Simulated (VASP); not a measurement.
Input of a VASP 6.6.1 run:

The input INCAR:

```
SYSTEM = Mo
ALGO = Normal
EDIFF = 1E-6
ENCUT = 520
GGA = CA
ISIF = 2
ISMEAR = -1
LASPH = .True.
LCHARG = .False.
LREAL = .False.
LWAVE = .False.
NBANDS = 13
NELM = 100
PREC = Accurate
SIGMA = 0.08
```

File KPOINTS:

```
k-points
0
Gamma
  24 24 24
  0 0 0
```

File POSCAR:

```
Mo
1.0
   -1.5318616219      1.5318616219      1.5318616219
    1.5318616219     -1.5318616219      1.5318616219
    1.5318616219      1.5318616219     -1.5318616219
Mo
1
Direct
    0.0000000000      0.0000000000      0.0000000000
```

Potentials or basis: VASP PAW LDA potentials, release 64 (Mo_sv).

Run with:

```sh
$ cat potpaw_LDA.64/Mo_sv/POTCAR > POTCAR
$ mpirun -np 1 vasp_std > vasp.out
```

Question: Predict the band gap on the k mesh.

Answer: Zero (band 7 reaches 18.38 eV, above the bottom of band 8 at 12.32 eV).

Question: Estimate the pressure.

Answer: 16.4 GPa.
